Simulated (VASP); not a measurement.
# C in VASP: further runs, part 2 of 2

VASP 6.6.1. Earlier steps stand in the parts before.

## (3) Single point, PBE+D3(BJ)

File INCAR:

```
SYSTEM = C
ALGO = Normal
DIPOL = 0.5 0.5 0.500
EDIFF = 1E-6
ENCUT = 520
GGA = PE
IDIPOL = 3
ISIF = 2
ISMEAR = 0
IVDW = 12
LASPH = .True.
LCHARG = .False.
LDIPOL = .True.
LREAL = .False.
LWAVE = .False.
NBANDS = 11
NELM = 60
PREC = Accurate
SIGMA = 0.1
```

File KPOINTS:

```
k-points
0
Gamma
  21 21 1
  0 0 0
```

File POSCAR:

```
C
1.0
    2.4230000000      0.0000000000      0.0000000000
   -1.2115000000      2.0983795534      0.0000000000
    0.0000000000      0.0000000000     26.0024170307
C
2
Direct
    0.6666666667      0.3333333333      0.5082492331
    0.3333333333      0.6666666667      0.4917507669
```

Potentials or basis: VASP PAW PBE potentials, release 64 (C).

Command:

```console
> cat potpaw_PBE.64/C/POTCAR > POTCAR
> mpirun -np 1 vasp_std > vasp.out
```

OUTCAR:

```text
SYSTEM = C
   EDIFF = 1E-6
   ENCUT = 520
   GGA = PE
   ISIF = 2
   ISMEAR = 0
   IVDW = 12
   LASPH = .True.
   LREAL = .False.
   NELM = 60
   PREC = Accurate
 IVDW          = 12

 ion  position               nearest neighbor table
   1  0.667  0.333  0.508-   2 1.46   2 1.46   2 1.46
   2  0.333  0.667  0.492-   1 1.46   1 1.46   1 1.46

  LATTYP: Found a hexagonal cell.
 ALAT       =     2.4230000000
 C/A-ratio  =    10.7314969173

  Lattice vectors:

 A1 = (   2.4230000000,   0.0000000000,   0.0000000000)
 A2 = (  -1.2115000000,   2.0983795534,   0.0000000000)
 A3 = (   0.0000000000,   0.0000000000,  26.0024170307)

Analysis of symmetry for initial positions (statically):
=====================================================================
 Subroutine PRICEL returns:
 Original cell was already a primitive cell.

 Routine SETGRP: Setting up the symmetry group for a
 hexagonal supercell.

 Subroutine GETGRP returns: Found 12 space group operations
 (whereof 12 operations were pure point group operations)
 out of a pool of 24 trial point group operations.

The static configuration has the point symmetry D_3d.

Analysis of symmetry for dynamics (positions and initial velocities):
=====================================================================
 Subroutine PRICEL returns:
 Original cell was already a primitive cell.

 Routine SETGRP: Setting up the symmetry group for a
 hexagonal supercell.

 Subroutine GETGRP returns: Found 12 space group operations
 (whereof 12 operations were pure point group operations)
 out of a pool of 24 trial point group operations.

The dynamic configuration has the point symmetry D_3d.

 Subroutine INISYM returns: Found 12 space group operations
 (whereof 12 operations are pure point group operations),
 and found     1 'primitive' translations

----------------------------------------------------------------------------------------

                                     Primitive cell

  volume of cell :     132.2060

  direct lattice vectors                    reciprocal lattice vectors
[... 124 lines left out ...]
   NGX =  9   NGY =  9   NGZ = 97

 number of electron       8.0000000 magnetization

 dipolmoment           0.000000      0.000000     -0.000000 electrons x Angstroem

 Free energy of the ion-electron system (eV)
  ---------------------------------------------------
  ext. energy  EPLUGINS =         0.00000000
  ---------------------------------------------------
  free energy    TOTEN  =       -16.84351053 eV

  energy without entropy =      -16.84299879  energy(sigma->0) =      -16.84325466

 E-fermi :  -3.3201     XC(G=0):  -1.7639

 val. band max:       -3.3200571815   @ k =   0.3333   0.3333   0.0000
 cond. band min:      -3.3200571766   @ k =   0.3333   0.3333   0.0000
 fundamental gap:      0.0000000050
 Fermi energy:        -3.3200571795

 k-point     1 :       0.0000    0.0000    0.0000
  band No.  band energies     occupation
      1     -22.3887      2.00000
      2     -10.6321      2.00000
      3      -4.4177      2.00000
      4      -4.4177      2.00000
      5      -1.0772      0.00000
      6       0.9564      0.00000
      7       1.1711      0.00000
      8       1.6704      0.00000
      9       1.7380      0.00000
     10       2.8106      0.00000
     11       2.8929      0.00000
[... 309 lines left out ...]
 k-point    24 :       0.1905    0.0952    0.0000
  band No.  band energies     occupation
      1     -20.8043      2.00000
      2      -9.3910      2.00000
      3      -8.5385      2.00000
      4      -7.1042      2.00000
      5       0.0140      0.00000
      6       3.0893      0.00000
      7       3.2611      0.00000
      8       3.5595      0.00000
      9       3.8238      0.00000
     10       4.4617      0.00000
     11       5.0313      0.00000

 [... further k-points ...]

------------------------ aborting loop because EDIFF is reached ----------------------------------------

 vacuum level on the upper side and lower side of the slab       (xc-potential included)        -0.010        -0.010

 Edisp (eV)   -0.17679

 E8    (eV) :    -0.0553

  FORCE on cell =-STRESS in cart. coord.  units (eV):
  Direction    XX          YY          ZZ          XY          YZ          ZX
  --------------------------------------------------------------------------------------
  -------------------------------------------------------------------------------------
  Total       2.42045     2.42045    -3.18325     0.00000     0.00000     0.00000
  in kB      29.33293    29.33293   -38.57713     0.00000     0.00000     0.00000
  external pressure =        6.70 kB  Pullay stress =        0.00 kB

 VOLUME and BASIS-vectors are now :
 -----------------------------------------------------------------------------
  energy-cutoff  :      520.00
  volume of cell :      132.21
      direct lattice vectors                 reciprocal lattice vectors
     2.423000000  0.000000000  0.000000000     0.412711515  0.238279104  0.000000000
    -1.211500000  2.098379553  0.000000000     0.000000000  0.476558208  0.000000000
     0.000000000  0.000000000 26.002417031     0.000000000  0.000000000  0.038457963

 POSITION                                       TOTAL-FORCE (eV/Angst)
 -----------------------------------------------------------------------------------
      1.21150      0.69946     13.21571        -0.000000     -0.000000     -7.394326
     -0.00000      1.39892     12.78671         0.000000      0.000000      7.394326
 -----------------------------------------------------------------------------------
    total drift:                               -0.000000      0.000000      0.000000

  FREE ENERGIE OF THE ION-ELECTRON SYSTEM (eV)
  ---------------------------------------------------
  free  energy   TOTEN  =       -17.0202995410 eV

  energy  without entropy=      -17.0197878044  energy(sigma->0) =      -17.02004367

 vacuum level on the upper side and lower side of the slab         1.175         1.175
```

stdout:

```text
POSCAR found type information on POSCAR C
 POSCAR found :  1 types and       2 ions
 scaLAPACK will be used
 LDA part: xc-table for (Slater+PW92), standard interpolation
 POSCAR, INCAR and KPOINTS ok, starting setup
 FFT: planning ... GRIDC
 FFT: planning ... GRID_SOFT
 FFT: planning ... GRID
 WAVECAR not read
 entering main loop
```

Wall time 97 s (1 thread of AMD EPYC 7R43 (Zen 3), shared host); peak memory 0.22 GiB.

What came out:

| Item | Value |
| --- | --- |
| Free energy | -17.0203 eV |
| Largest force | 7.394 eV/Å |
| Band gap on the k mesh | zero (filled and empty bands touch) |
| Dispersion energy per atom | -0.088 eV |

Forces in eV/Å, atoms in the order of the input:
```
C    0.000  0.000 -7.394
C    0.000  0.000  7.394
```

Levels at points of the mesh, in eV from the Fermi level:
```
           k point  band 2  band 3  band 4  band 5  band 6  band 7
(0.00, 0.00, 0.00)   -7.31   -1.10   -1.10    2.24    4.28    4.49
```

## (4) Single point, PBE+D3(BJ)

File INCAR:

```
SYSTEM = C
  PREC = Accurate
  ENCUT = 520
  EDIFF = 1E-7
  ISMEAR = 0
  SIGMA = 0.1
  LREAL = .FALSE.
  LASPH = .TRUE.
  NELM = 80
  ALGO = Normal
  ISIF = 2
  LWAVE = .FALSE.
  LCHARG = .TRUE.
  LDIPOL = .TRUE.
  IDIPOL = 3
  DIPOL = 0.5 0.5 0.500
  GGA = PE
  IVDW = 12
  LELF = .TRUE.
  LVHAR = .TRUE.
  LVACPOTAV = .TRUE.
  NBANDS = 11
```

File KPOINTS:

```
regular mesh
0
G
  21 21 1
  0 0 0
```

File POSCAR:

```
C
1.0
    2.4230000000      0.0000000000      0.0000000000
   -1.2115000000      2.0983795534      0.0000000000
    0.0000000000      0.0000000000     26.0024170307
C
2
Direct
    0.6666666667      0.3333333333      0.5137294929
    0.3333333333      0.6666666667      0.4862705071
```

Command:

```console
> cat potpaw_PBE.64/C/POTCAR > POTCAR
> mpirun -np 1 vasp_std > vasp.out
```

Wall time 1.8 min (1 thread of AMD EPYC 7R43 (Zen 3), shared host); peak memory 0.22 GiB.

The run converged. Its results:

* Free energy: -14.2942 eV
* Largest force: 10.652 eV/Å
* Band gap on the k mesh: zero (band 4 reaches -2.59 eV, above the bottom of band 5 at -3.91 eV)
* Dispersion energy per atom: -0.089 eV
* Work function of the upper face: 4.59 eV
* Work function of the lower face: 4.59 eV

Forces on the atoms (eV/Å):
```
C     0.000   0.000 -10.652
C     0.000   0.000  10.652
```

Levels at points of the mesh, in eV from the Fermi level:
| k point | band 1 | band 2 | band 3 | band 4 | band 5 | band 6 | band 7 | band 8 | band 9 |
| --- | --- | --- | --- | --- | --- | --- | --- | --- | --- |
| (0.00, 0.00, 0.00) | -18.30 | -7.33 | 0.23 | 0.80 | 0.80 | 4.38 | 4.57 | 4.96 | 5.14 |

## (5) Single point, PBE+D3(BJ)

File INCAR:

```
SYSTEM = C
ALGO     = Normal         ! electronic algorithm
DIPOL    = 0.5 0.5 0.500
EDIFF    = 1E-7           ! SCF threshold, eV
ENCUT    = 520            ! plane-wave cutoff, eV
GGA      = PE             ! functional
IDIPOL   = 3            
ISIF     = 2              ! what is computed and relaxed
ISMEAR   = 0              ! smearing method
IVDW     = 12             ! dispersion correction
LASPH    = .True.         ! aspherical terms in the spheres
LCHARG   = .True.         ! write CHGCAR
LDIPOL   = .True.       
LELF     = .True.         ! ELF
LREAL    = .False.        ! projectors in reciprocal space
LVACPOTAV= .True.       
LVHAR    = .True.       
LWAVE    = .False.        ! write WAVECAR
NBANDS   = 11             ! bands
NELM     = 60             ! most SCF steps
PREC     = Accurate       ! precision mode
SIGMA    = 0.1            ! smearing width, eV
```

File KPOINTS:

```
k-points
0
Gamma
  21 21 1
  0 0 0
```

File POSCAR:

```
C
1.0
    2.4230000000      0.0000000000      0.0000000000
   -1.2115000000      2.0983795534      0.0000000000
    0.0000000000      0.0000000000     26.0024170307
C
2
Direct
    0.6666666667      0.3333333333      0.5192289817
    0.3333333333      0.6666666667      0.4807710183
```

Potentials or basis: VASP PAW PBE potentials, release 64 (C).

Command:

```console
> cat potpaw_PBE.64/C/POTCAR > POTCAR
> mpirun -np 1 vasp_std > vasp.out
```

OUTCAR:

```text
SYSTEM = C
   EDIFF = 1E-7
   ENCUT = 520
   GGA = PE
   ISIF = 2
   ISMEAR = 0
   IVDW = 12
   LASPH = .True.
   LREAL = .False.
   NELM = 60
   PREC = Accurate
 IVDW          = 12

 ion  position               nearest neighbor table
   1  0.667  0.333  0.519-   2 1.72   2 1.72   2 1.72
   2  0.333  0.667  0.481-   1 1.72   1 1.72   1 1.72

  LATTYP: Found a hexagonal cell.
 ALAT       =     2.4230000000
 C/A-ratio  =    10.7314969173

  Lattice vectors:

 A1 = (   2.4230000000,   0.0000000000,   0.0000000000)
 A2 = (  -1.2115000000,   2.0983795534,   0.0000000000)
[... 534 lines left out ...]
  FORCE on cell =-STRESS in cart. coord.  units (eV):
  Direction    XX          YY          ZZ          XY          YZ          ZX
  --------------------------------------------------------------------------------------
  -------------------------------------------------------------------------------------
  Total       0.03992     0.03992    -7.44426     0.00000     0.00000    -0.00000
  in kB       0.48384     0.48384   -90.21540     0.00000     0.00000    -0.00000
  external pressure =      -29.75 kB  Pullay stress =        0.00 kB

 VOLUME and BASIS-vectors are now :
 -----------------------------------------------------------------------------
  energy-cutoff  :      520.00
  volume of cell :      132.21
      direct lattice vectors                 reciprocal lattice vectors
     2.423000000  0.000000000  0.000000000     0.412711515  0.238279104  0.000000000
    -1.211500000  2.098379553  0.000000000     0.000000000  0.476558208  0.000000000
     0.000000000  0.000000000 26.002417031     0.000000000  0.000000000  0.038457963

 POSITION                                       TOTAL-FORCE (eV/Angst)
 -----------------------------------------------------------------------------------
      1.21150      0.69946     13.50121         0.000000      0.000000     -7.434094
     -0.00000      1.39892     12.50121        -0.000000     -0.000000      7.434094
 -----------------------------------------------------------------------------------
    total drift:                                0.000000      0.000000     -0.000000

  FREE ENERGIE OF THE ION-ELECTRON SYSTEM (eV)
  ---------------------------------------------------
  free  energy   TOTEN  =       -11.6808900305 eV

  energy  without entropy=      -11.6729269187  energy(sigma->0) =      -11.67690847

 vacuum level on the upper side and lower side of the slab         1.378         1.378
```

stdout:

```text
POSCAR found type information on POSCAR C
 POSCAR found :  1 types and       2 ions
 scaLAPACK will be used
 LDA part: xc-table for (Slater+PW92), standard interpolation
 POSCAR, INCAR and KPOINTS ok, starting setup
 FFT: planning ... GRIDC
 FFT: planning ... GRID_SOFT
 FFT: planning ... GRID
 WAVECAR not read
 entering main loop
```

Run time: 1.8 min. Hardware: 1 thread of AMD EPYC 7R43 (Zen 3), shared host; peak memory 0.22 GiB.

What came out:

| Property | Result |
| --- | --- |
| Free energy | -11.6809 eV |
| Largest force | 7.434 eV/Å |
| Band gap on the k mesh | zero (band 4 reaches -2.20 eV, above the bottom of band 5 at -5.45 eV) |
| Dispersion energy per atom | -0.092 eV |
| Work function of the upper face | 6.29 eV |
| Work function of the lower face | 6.29 eV |

Forces on the atoms (eV/Å):
```
C    0.000  0.000 -7.434
C    0.000  0.000  7.434
```

Levels at points of the mesh, in eV from the Fermi level:
| k point | band 2 | band 3 | band 4 | band 5 | band 6 | band 7 |
| --- | --- | --- | --- | --- | --- | --- |
| (0.00, 0.00, 0.00) | -7.23 | -0.86 | 2.71 | 2.71 | 5.80 | 6.09 |
